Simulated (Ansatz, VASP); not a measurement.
Two plane-wave programs on SnSb2C3

```
Sn Sb C
1.0
     5.97339    0.00000    0.00000
    -2.98669    5.17311    0.00000
     0.00000    0.00000    3.20276
Sn Sb C
1 2 3
Direct
  0.00000 0.00000 0.00000
  0.33333 0.66667 0.00000
  0.66667 0.33333 0.00000
  0.50000 0.00000 0.50000
  0.50000 0.50000 0.50000
  0.00000 0.50000 0.50000
```

Change from the starting cell: species swapped into the HoCo3B2 type (P6/mmm, No. 191).

Alike in both runs: task relaxation of cell and atoms; functional PBE; k mesh 6 × 6 × 12; occupations gaussian, width 0.1 eV; no spin polarisation.

|  | VASP | Ansatz |
| --- | --- | --- |
| version | VASP 6.6.1 | Ansatz 0.2.0 |
| potentials or method | VASP PAW PBE potentials, release 64 (Sn_d, Sb, C), cutoff 600 eV | scalar-relativistic, plane waves, PAW |
| valence electrons in the cell | 36 | 56 |

|  | VASP | Ansatz | Ansatz less VASP |
| --- | --- | --- | --- |
| gap on the k mesh at the Fermi level, each at its own relaxed structure (eV) | none | none | - |
| relaxed volume (Å³/atom) | 16.44 | 16.44 | +0.005 |
| relaxed length of the cell vector where the two differ most in proportion (Å) | 3.138 | 3.139 | +0.0005 |

A gap of «none» marks a metal or a gap that the smearing closes. VASP's potentials hold 36 valence electrons a cell and Ansatz's 56, so a difference there can come from the potentials and not from the codes.

Spin-orbit coupling is off throughout.
